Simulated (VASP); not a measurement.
# Br (Cmce) in VASP: further runs, part 3 of 3

VASP 6.6.1. Earlier steps stand in the parts before.

**4. Single point, PBE**

Input file INCAR:

```
ALGO = Normal
EDIFF = 1E-6
ENCUT = 520
GGA = PE
ISIF = 2
ISMEAR = -1
LASPH = True
LCHARG = True
LELF = True
LREAL = False
LVHAR = True
LWAVE = False
NBANDS = 22
NELM = 80
PREC = Accurate
SIGMA = 0.05
```

Input file KPOINTS:

```
k-points
0
Gamma
  5 5 2
```

Input file POSCAR:

```
Br
1.0
    4.2931159844     -2.1343675280      0.0000000000
    4.2931159844      2.1343675280      0.0000000000
    0.0000000000      0.0000000000      8.7329383928
Br
4
Direct
    0.8591891476      0.1408108524      0.1182798855
    0.6408108524      0.3591891476      0.6182798855
    0.1408108524      0.8591891476      0.8817201145
    0.3591891476      0.6408108524      0.3817201145
```

Potentials or basis: VASP PAW PBE potentials, release 64 (Br).

The run is started by

```bash
$ cat potpaw_PBE.64/Br/POTCAR > POTCAR
$ mpirun -np 1 vasp_std > vasp.out
```

OUTCAR:

```text
EDIFF = 1E-6
   ENCUT = 520
   GGA = PE
   ISIF = 2
   ISMEAR = -1
   LASPH = True
   LREAL = False
   NELM = 80
   PREC = Accurate

 ion  position               nearest neighbor table
   1  0.859  0.141  0.118-   3 2.39
   2  0.641  0.359  0.618-   4 2.39
   3  0.141  0.859  0.882-   1 2.39
   4  0.359  0.641  0.382-   2 2.39

  LATTYP: Found a base centered orthorhombic cell.
 ALAT       =     4.2687350560
 B/A-ratio  =     2.0114230225
 C/A-ratio  =     2.0457906800

  Lattice vectors:

 A1 = (  -4.2931159844,  -2.1343675280,   0.0000000000)
 A2 = (   4.2931159844,  -2.1343675280,   0.0000000000)
 A3 = (   0.0000000000,   0.0000000000,   8.7329383928)

Analysis of symmetry for initial positions (statically):
=====================================================================
 Subroutine PRICEL returns:
 Original cell was already a primitive cell.

 Routine SETGRP: Setting up the symmetry group for a
 base centered orthorhombic supercell.

 Subroutine GETGRP returns: Found  8 space group operations
 (whereof  4 operations were pure point group operations)
 out of a pool of  8 trial point group operations.

The static configuration has the point symmetry C_2h.
 The point group associated with its full space group is D_2h.

Analysis of symmetry for dynamics (positions and initial velocities):
=====================================================================
 Subroutine PRICEL returns:
 Original cell was already a primitive cell.

 Routine SETGRP: Setting up the symmetry group for a
 base centered orthorhombic supercell.

 Subroutine GETGRP returns: Found  8 space group operations
 (whereof  4 operations were pure point group operations)
 out of a pool of  8 trial point group operations.

The dynamic configuration has the point symmetry C_2h.
 The point group associated with its full space group is D_2h.

 Subroutine INISYM returns: Found  8 space group operations
 (whereof  4 operations are pure point group operations),
 and found     1 'primitive' translations

----------------------------------------------------------------------------------------

                                     Primitive cell

  volume of cell :     160.0414

  direct lattice vectors                    reciprocal lattice vectors
     4.293115984 -2.134367528  0.000000000     0.116465523 -0.234261435  0.000000000
     4.293115984  2.134367528  0.000000000     0.116465523  0.234261435  0.000000000
     0.000000000  0.000000000  8.732938393     0.000000000  0.000000000  0.114508995

  length of vectors
     4.794410245  4.794410245  8.732938393     0.261615439  0.261615439  0.114508995

  position of ions in fractional coordinates (direct lattice)
     0.859189148  0.140810852  0.118279886
     0.640810852  0.359189148  0.618279886
     0.140810852  0.859189148  0.881720114
     0.359189148  0.640810852  0.381720114

  ion indices of the primitive-cell ions
   primitive index   ion index
                 1           1
                 2           2
                 3           3
                 4           4

----------------------------------------------------------------------------------------

 KPOINTS: k-points

Automatic generation of k-mesh.
 Grid dimensions read from file:
 generate k-points for:    5    5    2

 Generating k-lattice:

  Cartesian coordinates                     Fractional coordinates (reciprocal lattice)
     0.023293105 -0.046852287  0.000000000     0.200000000  0.000000000  0.000000000
     0.023293105  0.046852287  0.000000000     0.000000000  0.200000000  0.000000000
     0.000000000  0.000000000  0.057254498     0.000000000  0.000000000  0.500000000

  Length of vectors
     0.052323088  0.052323088  0.057254498

  Shift w.r.t. Gamma in fractional coordinates (k-lattice)
     0.000000000  0.000000000  0.000000000

 Subroutine IBZKPT returns following result:
 ===========================================

 Found     18 irreducible k-points:

 Following reciprocal coordinates:
            Coordinates               Weight
  0.000000  0.000000  0.000000      1.000000
  0.200000 -0.000000  0.000000      4.000000
  0.400000 -0.000000  0.000000      4.000000
  0.200000  0.200000  0.000000      2.000000
  0.400000  0.200000  0.000000      4.000000
 -0.400000  0.200000  0.000000      4.000000
[... 10 lines left out ...]
  0.400000  0.400000  0.500000      2.000000
 -0.400000  0.400000  0.500000      2.000000
   k-points           NKPTS =     18   k-points in BZ     NKDIM =     18   number of bands    NBANDS=     22
   number of dos      NEDOS =    301   number of ions     NIONS =      4
   total plane-waves  NPLWV =  90720
   dimension x,y,z NGX =    36 NGY =   36 NGZ =   70
   dimension x,y,z NGXF=    72 NGYF=   72 NGZF=  140
   ions per type =               4
   NGX,Y,Z   is equivalent  to a cutoff of  12.48, 12.48, 13.33 a.u.
   NGXF,Y,Z  is equivalent  to a cutoff of  24.97, 24.97, 26.65 a.u.
 SYSTEM =  unknown system
   PREC   = accura    normal or accurate (medium, high low for compatibility)
   ISTART =      0    job   : 0-new  1-cont  2-samecut
   ICHARG =      2    charge: 1-file 2-atom 10-const
   ISPIN  =      1    spin polarized calculation?
   LNONCOLLINEAR =      F non collinear calculations
   LSORBIT =      F    spin-orbit coupling
   LASPH  =      T    aspherical Exc in radial PAW
   ENCUT  =  520.0 eV  38.22 Ry    6.18 a.u.   8.91  8.91 16.24*2*pi/ulx,y,z
   NELM   =     80;   NELMIN=  2; NELMDL= -5     # of ELM steps
   EDIFF  = 0.1E-05   stopping-criterion for ELM
   LREAL  =      F    real-space projection
   EDIFFG = 0.1E-04   stopping-criterion for IOM
   NSW    =      0    number of steps for IOM
   IBRION =     -1    ionic relax: 0-MD 1-quasi-New 2-CG
   NFREE  =      0    steps in history (QN), initial steepest desc. (CG)
   ISIF   =      2    stress and relaxation
   ISYM   =      2    0-nonsym 1-usesym 2-fastsym
   POTIM  = 0.5000    time-step for ionic-motion
   TEBEG  =    0.0;   TEEND  =   0.0 temperature during run
   PSTRESS=    0.0 pullay stress
   NELECT =      28.0000    total number of electrons
   NUPDOWN=      -1.0000    fix difference up-down
   EMIN   =  10.00;   EMAX   =-10.00  energy-range for DOS
   EFERMI =   0.00;   METHOD = LEGACY
   ISMEAR =    -1;   SIGMA  =   0.05  broadening in eV -4-tet -1-fermi 0-gaus
   EFERMI_NEDOS =   21; number of points for ismear=-14 and -15
   IALGO  =     38    algorithm
   IMIX   =      4    mixing-type and parameters
     AMIX     =   0.40;   BMIX     =  1.00
     AMIX_MAG =   1.60;   BMIX_MAG =  1.00
  volume/ion in A,a.u.               =      40.01       270.00
  Fermi-wavevector in a.u.,A,eV,Ry     =   0.915623  1.730277 11.406659  0.838366
  Thomas-Fermi vector in A             =   2.040386
   LORBIT       =      0    0 simple, 1 ext, 2 COOP (PROOUT), +10 PAW based schemes
   GGA     = PE    functional components
   LHFCALC =     F    Hartree Fock is set to
   AEXX    =    0.0000 exact exchange contribution
   IVDW    =     0    specifies the selected vdW correction
   LEPSILON=     F    determine dielectric tensor
   LRPA    =     F    only Hartree local field effects (RPA)
 non-spin polarized calculation
  energy-cutoff  :      520.00
  volume of cell :      160.04
 maximum number of plane-waves:      4331
   NGX = 17   NGY = 17   NGZ = 33

 number of electron      27.9999999 magnetization

 Free energy of the ion-electron system (eV)
  ---------------------------------------------------
  ext. energy  EPLUGINS =         0.00000000
  ---------------------------------------------------
  free energy    TOTEN  =        -6.56535528 eV

  energy without entropy =       -6.56535497  energy(sigma->0) =       -6.56535512

 E-fermi :  -0.5956     XC(G=0):  -7.0573

 val. band max:       -1.2671644489   @ k =   0.0000   0.0000   0.0000
 cond. band min:       0.0879931433   @ k =   0.0000   0.0000   0.0000
 fundamental gap:      1.3551575922
 Fermi energy:        -0.5956118355

 k-point     1 :       0.0000    0.0000    0.0000
  band No.  band energies     occupation
      1     -16.8979      2.00000
      2     -16.3672      2.00000
      3     -14.7483      2.00000
      4     -13.7723      2.00000
      5      -6.1398      2.00000
      6      -4.8787      2.00000
[... 424 lines left out ...]
      6      -5.7271      2.00000
[... 14 lines left out ...]
     21       7.8495      0.00000
     22       7.8495      0.00000

------------------------ aborting loop because EDIFF is reached ----------------------------------------

  FORCE on cell =-STRESS in cart. coord.  units (eV):
  Direction    XX          YY          ZZ          XY          YZ          ZX
  --------------------------------------------------------------------------------------
  -------------------------------------------------------------------------------------
  Total        0.0152281      0.0098027     -0.0025600      0.0000000      0.0000000      0.0000000
  in kB        0.1524488      0.0981349     -0.0256279      0.0000000      0.0000000      0.0000000
  external PRESSURE =       0.0749853 kB  Pullay stress =       0.0000000 kB

 VOLUME and BASIS-vectors are now :
 -----------------------------------------------------------------------------
  energy-cutoff  :      520.00
  volume of cell :      160.04
      direct lattice vectors                 reciprocal lattice vectors
     4.293115984 -2.134367528  0.000000000     0.116465523 -0.234261435  0.000000000
     4.293115984  2.134367528  0.000000000     0.116465523  0.234261435  0.000000000
     0.000000000  0.000000000  8.732938393     0.000000000  0.000000000  0.114508995

 POSITION                                       TOTAL-FORCE (eV/Angst)
 -----------------------------------------------------------------------------------
      4.29312     -1.53328      1.03293         0.000000      0.002120      0.004121
      4.29312     -0.60108      5.39940         0.000000     -0.002120      0.004121
      4.29312      1.53328      7.70001         0.000000     -0.002120     -0.004121
      4.29312      0.60108      3.33354         0.000000      0.002120     -0.004121
 -----------------------------------------------------------------------------------
    total drift:                               -0.000000     -0.000000     -0.000000

  FREE ENERGIE OF THE ION-ELECTRON SYSTEM (eV)
  ---------------------------------------------------
  free  energy   TOTEN  =        -6.5653552758 eV

  energy  without entropy=       -6.5653549665  energy(sigma->0) =       -6.56535512
```

OSZICAR:

```text
N       E                     dE             d eps       ncg     rms          rms(c)
DAV:   1     0.182996869945E+03    0.18300E+03   -0.10956E+04   792   0.104E+03
DAV:   2     0.947431809651E+01   -0.17352E+03   -0.16635E+03  1152   0.177E+02
DAV:   3    -0.673472509622E+01   -0.16209E+02   -0.16143E+02   984   0.632E+01
DAV:   4    -0.693737163184E+01   -0.20265E+00   -0.20258E+00  1034   0.838E+00
DAV:   5    -0.693908490136E+01   -0.17133E-02   -0.17132E-02   986   0.762E-01    0.103E+01
DAV:   6    -0.666553556281E+01    0.27355E+00   -0.19807E-01   960   0.224E+00    0.675E+00
DAV:   7    -0.657326886581E+01    0.92267E-01   -0.44040E-01   936   0.330E+00    0.586E-01
DAV:   8    -0.656521673475E+01    0.80521E-02   -0.48577E-02   858   0.113E+00    0.277E-01
DAV:   9    -0.656528105602E+01   -0.64321E-04   -0.92849E-04   936   0.186E-01    0.905E-02
DAV:  10    -0.656535045310E+01   -0.69397E-04   -0.13203E-04   996   0.664E-02    0.542E-02
DAV:  11    -0.656535314536E+01   -0.26923E-05   -0.20668E-05   948   0.248E-02    0.100E-02
DAV:  12    -0.656535431809E+01   -0.11727E-05   -0.38262E-06   924   0.105E-02    0.955E-03
DAV:  13    -0.656535527585E+01   -0.95775E-06   -0.14839E-06   600   0.756E-03
   1 F= -.65653553E+01 E0= -.65653551E+01  d E =-.309326E-06
```

stdout:

```text
POSCAR found type information on POSCAR Br
 POSCAR found :  1 types and       4 ions
 scaLAPACK will be used
 LDA part: xc-table for (Slater+PW92), standard interpolation
 POSCAR, INCAR and KPOINTS ok, starting setup
 FFT: planning ... GRIDC
 FFT: planning ... GRID_SOFT
 FFT: planning ... GRID
 WAVECAR not read
 entering main loop
```

Wall time 1.7 min (1 thread of Intel Xeon 8259CL, shared host); peak memory 0.27 GiB.

Results:

- Free energy: -6.5654 eV
- Pressure: 0.0 GPa
- Largest force: 0.005 eV/Å
- Band gap on the k mesh: 1.36 eV

Forces in eV/Å, atoms in the order of the input:
```
Br   0.000  0.002  0.004
Br   0.000 -0.002  0.004
Br   0.000 -0.002 -0.004
Br   0.000  0.002 -0.004
```

Levels at points of the mesh, in eV from the valence-band top:
```tsv
k point	band 11	band 12	band 13	band 14	band 15	band 16	band 17	band 18
(0.00, 0.00, 0.00)	-1.29	-0.75	-0.43	0.00	1.36	2.25	5.34	6.52
(0.00, 0.00, 0.50)	-1.01	-1.01	-0.32	-0.32	1.67	1.67	5.94	5.94
```

Caveat: this functional lacks dispersion, which holds the molecules together, so the pressure and a relaxed volume are unreliable; an odd mesh through Γ misses points on the zone boundary, where band edges can lie.

**5. Relaxation of cell and atoms, PBE**

This run uses another cell than the first one, of 31.89 Å³/atom.

Input file INCAR:

```
PREC     = Accurate       # precision mode
ENCUT    = 600            # plane-wave cutoff, eV
EDIFF    = 1E-6           # SCF threshold, eV
ISMEAR   = -1             # smearing method
SIGMA    = 0.05           # smearing width, eV
LREAL    = F              # projectors in reciprocal space
LASPH    = T              # aspherical terms in the spheres
NELM     = 80             # most SCF steps
ALGO     = Normal         # electronic algorithm
ISIF     = 3              # what is computed and relaxed
LWAVE    = F              # write WAVECAR
LCHARG   = F              # write CHGCAR
GGA      = PE             # functional
IBRION   = 2              # ionic algorithm
NSW      = 80             # ionic steps
EDIFFG   = -0.01          # ionic threshold
```

Input file KPOINTS:

```
regular mesh
0
Gamma
  5 5 2
```

Input file POSCAR:

```
Br
1.0
    3.2836000000     -2.2339000000      0.0000000000
    3.2836000000      2.2339000000      0.0000000000
    0.0000000000      0.0000000000      8.6938000000
Br
4
Direct
    0.8610000000      0.1390000000      0.1114000000
    0.6390000000      0.3610000000      0.6114000000
    0.1390000000      0.8610000000      0.8886000000
    0.3610000000      0.6390000000      0.3886000000
```

The run is started by

```bash
$ cat potpaw_PBE.64/Br/POTCAR > POTCAR
$ mpirun -np 1 vasp_std > vasp.out
```

It took 12 min on 1 thread of Intel Xeon 8259CL, shared host; peak memory 0.27 GiB.

It converged, with:

* Free energy: -6.5621 eV
* Relaxed volume: 39.51 Å³/atom
* Relaxed cell: a = 4.755 Å, b = 4.755 Å, c = 8.713 Å, α = 90.00°, β = 90.00°, γ = 53.36°
* Space group after relaxing (to 0.1 Å): Cmce (No. 64)
* Energy gained by relaxing: 51.1 meV/atom
* Ionic steps: 19
* Pressure after relaxing: 0.0 GPa
* Largest force after relaxing: 0.010 eV/Å
* Band gap on the k mesh: 1.36 eV

Forces in eV/Å, atoms in the order of the input:
```
Br   0.000 -0.010 -0.001
Br   0.000  0.010 -0.001
Br   0.000  0.010  0.001
Br   0.000 -0.010  0.001
```

Step by step:
```
step  energy change (eV)  largest force (eV/Å)  pressure (GPa)  volume (Å³)
   1              0.0000                0.7575            2.21       127.54
   2             -0.0157                0.5327           -1.28       135.82
   3             -0.0571                0.1004            0.16       131.79
   4             -0.0846                0.0830            0.10       133.50
   5             -0.1430                0.0415            0.08       138.51
   6             -0.1771                0.1146            0.45       147.95
   7             -0.1603                0.4415           -0.98       157.33
   8             -0.1822                0.1481           -0.06       150.89
   9             -0.1927                0.0658           -0.05       153.47
  10             -0.1992                0.0693            0.00       157.19
  11             -0.1993                0.0821            0.01       157.61
  12             -0.1994                0.0922           -0.40       159.67
  13             -0.2006                0.0240           -0.20       158.65
  14             -0.2029                0.0226           -0.12       158.46
  15             -0.2041                0.0266           -0.02       158.20
  16             -0.2041                0.0279            0.00       158.14
  17             -0.2042                0.0153           -0.02       158.16
  18             -0.2043                0.0185           -0.04       158.17
  19             -0.2043                0.0098            0.00       158.05
```

Final structure:
```
CELL_PARAMETERS angstrom
4.24843 -2.13470 0.00000
4.24843 2.13470 0.00000
0.00000 0.00000 8.71342
ATOMIC_POSITIONS crystal
Br 0.85770 0.14230 0.11824
Br 0.64230 0.35770 0.61824
Br 0.14230 0.85770 0.88176
Br 0.35770 0.64230 0.38176
```

Levels at points of the mesh, in eV from the valence-band top:
```tsv
k point	band 12	band 13	band 14	band 15	band 16	band 17
(0.00, 0.00, 0.00)	-0.74	-0.45	0.00	1.36	2.23	5.36
(0.00, 0.00, 0.50)	-1.03	-0.31	-0.31	1.66	1.66	5.97
```

Caveat: the volume moved by over 15 % at a fixed basis, so the end points are rough; this functional lacks dispersion, which holds the molecules together, so the pressure and a relaxed volume are unreliable; an odd mesh through Γ misses points on the zone boundary, where band edges can lie. PBE usually gives volumes a little too large and moduli too small.

**6. Overview**

```csv
task,level,cell,k mesh,cutoff (eV),smearing,grid for exact exchange (PRECFOCK),share of exact exchange,gap on the mesh (eV),pressure (GPa),largest force (eV/Å)
single point,PBE,"a = 4.794, b = 4.794, c = 8.733 Å, angles 90.0, 90.0, 52.9°, 4 atoms, atomic positions A",12 × 12 × 6,520,fermi-dirac 0.05 eV,-,-,1.35,0.0,0.01
single point,PBE0,"a = 4.794, b = 4.794, c = 8.733 Å, angles 90.0, 90.0, 52.9°, 4 atoms, atomic positions A",4 × 4 × 2,520,fermi-dirac 0.1 eV,Normal,0.25,3.24,-1.0,0.85
single point,PBE,"a = 4.794, b = 4.794, c = 8.733 Å, angles 90.0, 90.0, 52.9°, 4 atoms, atomic positions A",5 × 5 × 2,520,fermi-dirac 0.05 eV,-,-,1.36,0.0,-
relaxation of cell and atoms,PBE,"relaxed from a = 3.971, b = 3.971, c = 8.694 Å, angles 90.0, 90.0, 68.5°, 4 atoms, atomic positions B",5 × 5 × 2,600,fermi-dirac 0.05 eV,-,-,1.36,0.0,0.01
```

Alike in all rows: potentials or basis VASP PAW PBE potentials, release 64 (Br); no spin polarisation.

On the cell as given the gap runs from 1.35 eV (PBE) to 3.24 eV (PBE0); the meshes differ, which moves gaps too. The pressure there spans -1.0 GPa (PBE0) to 0.0 GPa (PBE); a positive pressure means that this level wants a larger cell, a negative one a smaller.

Caveats: this functional lacks dispersion, which holds the molecules together, so the pressure and a relaxed volume are unreliable; an odd mesh through Γ misses points on the zone boundary, where band edges can lie (at least some runs); the PAW data sets were made with another functional, which shifts forces and pressure a little (at least some runs); the volume moved by over 15 % at a fixed basis, so the end points are rough (at least some runs).

Total energies depend on the potentials used, so only differences within one code and one set of settings carry meaning.
